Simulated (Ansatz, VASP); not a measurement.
Two plane-wave programs on InSb

```
In Sb
1.0
     0.00000    3.38247    3.38247
     3.38247    0.00000    3.38247
     3.38247    3.38247    0.00000
In Sb
1 1
Direct
  0.00000 0.00000 0.00000
  0.25000 0.25000 0.25000
```

Alike in both runs: task single point; functional PBE; k mesh 14 × 14 × 14; occupations gaussian, width 0.1 eV; no spin polarisation.

|  | VASP | Ansatz |
| --- | --- | --- |
| version | VASP 6.6.1 | Ansatz 0.2.0 |
| potentials or method | VASP PAW PBE potentials, release 64 (In_d, Sb), cutoff 520 eV | scalar-relativistic, plane waves, PAW |
| valence electrons in the cell | 18 | 28 |

|  | VASP | Ansatz | Ansatz less VASP |
| --- | --- | --- | --- |
| gap on the k mesh at the Fermi level (eV) | none | none | - |
| pressure (GPa) | -1.9 | -1.9 | +0.02 |

A gap of «none» marks a metal or a gap that the smearing closes. With one functional, cell and mesh, what is left measures potentials, basis and numerics. VASP's potentials hold 18 valence electrons a cell and Ansatz's 28, so a difference there can come from the potentials and not from the codes.

Spin-orbit coupling is off throughout.
